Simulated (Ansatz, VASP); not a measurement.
# KCl: VASP beside Ansatz

The input INCAR:

```
PREC     = Accurate       # precision mode
ENCUT    = 520            # plane-wave cutoff, eV
EDIFF    = 1E-8           # SCF threshold, eV
ISMEAR   = -1             # smearing method
SIGMA    = 0.02           # smearing width, eV
LREAL    = F              # projectors in reciprocal space
LASPH    = T              # aspherical terms in the spheres
NELM     = 80             # most SCF steps
ALGO     = Normal         # electronic algorithm
ISIF     = 2              # what is computed and relaxed
LWAVE    = F              # write WAVECAR
LCHARG   = F              # write CHGCAR
GGA      = PE             # functional
LEFG     = T            
NBANDS   = 15             # bands
```

File KPOINTS:

```
regular mesh
0
Gamma
  7 7 7
```

The input POSCAR:

```
KCl
1.0
    3.6340000000     -0.0181700000     -0.0181700000
   -0.0181700000      3.6340000000     -0.0181700000
   -0.0181700000     -0.0181700000      3.6340000000
K Cl
1 1
Direct
    0.0000000000      0.0000000000      0.0000000000
    0.5000000000      0.5000000000      0.5000000000
```

Input for Ansatz:

```yaml
crystal:
  lattice:
    - [3.634, -0.01817, -0.01817]
    - [-0.01817, 3.634, -0.01817]
    - [-0.01817, -0.01817, 3.634]
  atoms:
    - { symbol: K, position: [0.0, 0.0, 0.0] }
    - { symbol: Cl, position: [0.5, 0.5, 0.5] }
kpoints:
  mp_grid: { grid: [7, 7, 7] }
scf:
  occupations: { method: fermi_dirac, width: 0.02 }
hamiltonian:
  xc: pbe
  pseudopotentials: { kind: paw }
output:
  forces: true
  stress: true
  eigenvalues: true
  efg: { contact_densities: true }
  write_density: true
  write_potential: true
  elf: true
  volumetric_format: npy
```

Change from the starting cell: equal xy, yz and zx shear strains of -1 %, PAW files.

Alike in both runs: task electric field gradients; functional PBE; k mesh 7 × 7 × 7; occupations fermi-dirac, width 0.02 eV; no spin polarisation.

|  | VASP | Ansatz |
| --- | --- | --- |
| version | VASP 6.6.1 | Ansatz 0.2.0 |
| potentials or method | VASP PAW PBE potentials, release 64 (K_sv, Cl) | PAW with Ansatz's default frozen-core files, scalar-relativistic |
| plane-wave cutoff (eV) | 520 | 420 |
| valence electrons in the cell | 16 | 16 |

```tsv
	VASP	Ansatz	Ansatz less VASP
gap on the k mesh at the Fermi level (eV)	5.61	5.61	+0.003
pressure (GPa)	4.5	4.5	-0.07
traceless stress, the component that is largest in VASP (GPa)	0.17	0.16	-0.004
size of Vzz on the site where it differs most (V/Å²)	0.8	0.8	-0.04
```
